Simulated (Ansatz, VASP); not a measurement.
## CuI: VASP beside Ansatz

INCAR

```
ALGO = Normal
EDIFF = 1E-6
ENCUT = 520
GGA = PE
ISIF = 2
ISMEAR = -1
LASPH = True
LCHARG = False
LREAL = False
LWAVE = False
NBANDS = 26
NELM = 80
PREC = Accurate
SIGMA = 0.02
```

The input KPOINTS:

```
k-points
0
Gamma
  5 5 6
```

POSCAR

```
CuI
1.0
    3.7331675900     -3.7110863700      0.0000000000
    3.7331675900      3.7110863700      0.0000000000
    0.0000000000      0.0000000000      4.3500676467
Cu I
2 2
Direct
    0.4204388300      0.5795611700      0.7500000000
    0.5795611700      0.4204388300      0.2500000000
    0.7700426800      0.2299573200      0.7500000000
    0.2299573200      0.7700426800      0.2500000000
```

Input for Ansatz:

```yaml
crystal:
  lattice:
    - [3.73316759, -3.71108637, 0.0]
    - [3.73316759, 3.71108637, 0.0]
    - [0.0, 0.0, 4.3500676467]
  atoms:
    - { symbol: Cu, position: [0.42043883, 0.57956117, 0.75] }
    - { symbol: Cu, position: [0.57956117, 0.42043883, 0.25] }
    - { symbol: I, position: [0.77004268, 0.22995732, 0.75] }
    - { symbol: I, position: [0.22995732, 0.77004268, 0.25] }
kpoints:
  mp_grid: { grid: [5, 5, 6] }
  band_path:
    path:
      - [0.0, 0.0, 0.0]
      - [0.5, 0.5, 0.0]
      - [0.4970513089, 0.5029486911, 0.0]
      - [-0.4970513089, 0.4970513089, 0.0]
      - [0.0, 0.0, 0.0]
      - [0.0, 0.0, 0.5]
      - [-0.4970513089, 0.4970513089, 0.5]
      - [0.4970513089, 0.5029486911, 0.5]
      - [0.5, 0.5, 0.5]
    npoints: 5
scf:
  occupations: { method: fermi_dirac, width: 0.02 }
hamiltonian:
  xc: pbe
  pseudopotentials: { kind: all_electron, lapw: { basis_error: 0.0005 } }
output:
  forces: true
  stress: true
  eigenvalues: true
```

Change from the starting cell: zz strain of +1 %.

Alike in both runs: task single point; functional PBE; k mesh 5 × 5 × 6; occupations fermi-dirac, width 0.02 eV; no spin polarisation.

|  | VASP | Ansatz |
| --- | --- | --- |
| version | VASP 6.6.1 | Ansatz 0.2.0 |
| potentials or method | VASP PAW PBE potentials, release 64 (Cu, I), cutoff 520 eV | all-electron LAPW, scalar-relativistic |

|  | VASP | Ansatz | Ansatz less VASP |
| --- | --- | --- | --- |
| gap on the k mesh at the Fermi level (eV) | 1.04 | 1.03 | -0.017 |
| pressure (GPa) | 0.9 | 0.7 | -0.11 |
| traceless stress, the component that is largest in VASP (GPa) | 0.31 | 0.32 | +0.011 |
| rms of the force components (eV/Å) | 0.051 | 0.046 | -0.0052 |

Atom by atom the forces differ by 0.005 eV/Å (rms over components). Ansatz ran all-electron here, and VASP with PAW potentials.

Spin-orbit coupling is off throughout.
